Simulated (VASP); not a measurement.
A run of VASP 6.6.1 is set up as follows.

File INCAR:

```
ALGO = Normal ; EDIFF = 1E-6
ENCUT = 520 ; GGA = PS
ISIF = 2 ; ISMEAR = -1
LASPH = True ; LCHARG = True
LELF = True ; LREAL = False
LVHAR = True ; LWAVE = False
NBANDS = 15 ; NELM = 100
PREC = Accurate ; SIGMA = 0.1
```

KPOINTS

```
k-points
0
Gamma
  11 11 10
```

The input POSCAR:

```
TaN
1.0
    2.8881937680      0.0000000000      0.0000000000
   -1.4440968840      2.5012495316      0.0000000000
    0.0000000000      0.0000000000      2.8341261515
Ta N
1 1
Direct
    0.3333333333      0.6666666667      0.5000000000
    0.0000000000      0.0000000000      0.0000000000
```

Potentials or basis: VASP PAW PBE potentials, release 64 (Ta_pv, N).

Command:

```sh
$ cat potpaw_PBE.64/Ta_pv/POTCAR potpaw_PBE.64/N/POTCAR > POTCAR
$ mpirun -np 1 vasp_std > vasp.out
```

Problem. Predict the pressure.

Solution. 15.8 GPa.

Problem. Estimate the band gap on the k mesh.

Solution. Zero (band 8 reaches 9.05 eV, above the bottom of band 9 at 8.52 eV).

Stress tensor (GPa, compression positive):
```
15.14  0.00  0.00
 0.00 15.14  0.00
 0.00  0.00 17.22
```

Caveat: the PAW data sets were made with another functional, which shifts forces and pressure a little; spin-orbit coupling is left out, which moves the levels of the heavy elements.
